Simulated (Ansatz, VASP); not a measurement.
**Sr3SbP in VASP and in Ansatz**

File INCAR:

```
SYSTEM = Sr3SbP
PREC     = Accurate       ! precision mode
ENCUT    = 520            ! plane-wave cutoff, eV
EDIFF    = 1E-6           ! SCF threshold, eV
ISMEAR   = 0              ! smearing method
SIGMA    = 0.03           ! smearing width, eV
LREAL    = .FALSE.        ! projectors in reciprocal space
LASPH    = .TRUE.         ! aspherical terms in the spheres
NELM     = 60             ! most SCF steps
ALGO     = Normal         ! electronic algorithm
ISIF     = 2              ! what is computed and relaxed
LWAVE    = .FALSE.        ! write WAVECAR
LCHARG   = .FALSE.        ! write CHGCAR
GGA      = CA             ! functional
NBANDS   = 28             ! bands
```

KPOINTS

```
regular mesh
0
G
  6 6 6
  0 0 0
```

File POSCAR:

```
Sr3SbP
1.0
    5.7400000000      0.0000000000      0.0000000000
    0.0000000000      5.4817000000      0.0000000000
    0.0000000000      0.0000000000      5.7400000000
Sr Sb P
3 1 1
Direct
    0.0000000000      0.5000000000      0.5000000000
    0.5000000000      0.0000000000      0.5000000000
    0.5000000000      0.5000000000      0.0000000000
    0.0000000000      0.0000000000      0.0000000000
    0.5000000000      0.5000000000      0.5000000000
```

Input for Ansatz:

```yaml
crystal:
  lattice:
    - [5.74, 0.0, 0.0]
    - [0.0, 5.4817, 0.0]
    - [0.0, 0.0, 5.74]
  atoms:
    - { symbol: Sr, position: [0.0, 0.5, 0.5] }
    - { symbol: Sr, position: [0.5, 0.0, 0.5] }
    - { symbol: Sr, position: [0.5, 0.5, 0.0] }
    - { symbol: Sb, position: [0.0, 0.0, 0.0] }
    - { symbol: P, position: [0.5, 0.5, 0.5] }
basis:
  ecutwfc: 420
kpoints:
  mp_grid: { grid: [6, 6, 6] }
hamiltonian:
  xc: lda
scf:
  occupations: { method: gaussian, width: 0.03 }
output:
  forces: true
  stress: true
  eigenvalues: true
```

Change from the starting cell: strain -0.0450 x Voigt [0, 1, 0, 0, 0, 0], atoms carried along.

Alike in both runs: task single point; functional LDA; k mesh 6 × 6 × 6; occupations gaussian, width 0.03 eV; no spin polarisation.

|  | VASP | Ansatz |
| --- | --- | --- |
| version | VASP 6.6.1 | Ansatz 0.2.0 |
| potentials or method | VASP PAW LDA potentials, release 64 (Sr_sv, Sb, P), cutoff 520 eV | scalar-relativistic, plane waves, PAW |
| valence electrons in the cell | 40 | 50 |

VASP gave:

* gap on the k mesh at the Fermi level (eV): 0.08
* least direct gap on the mesh (eV): 0.08
* pressure (GPa): -0.8
* traceless stress, the component that is largest in VASP (GPa): 2.85

Question: What did Ansatz give for the same quantities?

Answer: gap on the k mesh at the Fermi level (eV): 0.09; least direct gap on the mesh (eV): 0.09; pressure (GPa): -0.9; traceless stress, the component that is largest in VASP (GPa): 2.81.

LDA's correlation is that of Perdew and Zunger in VASP and of Perdew and Wang (1992) in Ansatz. VASP's potentials hold 40 valence electrons a cell and Ansatz's 50, so a difference there can come from the potentials and not from the codes.

Neither program's run includes spin-orbit coupling.
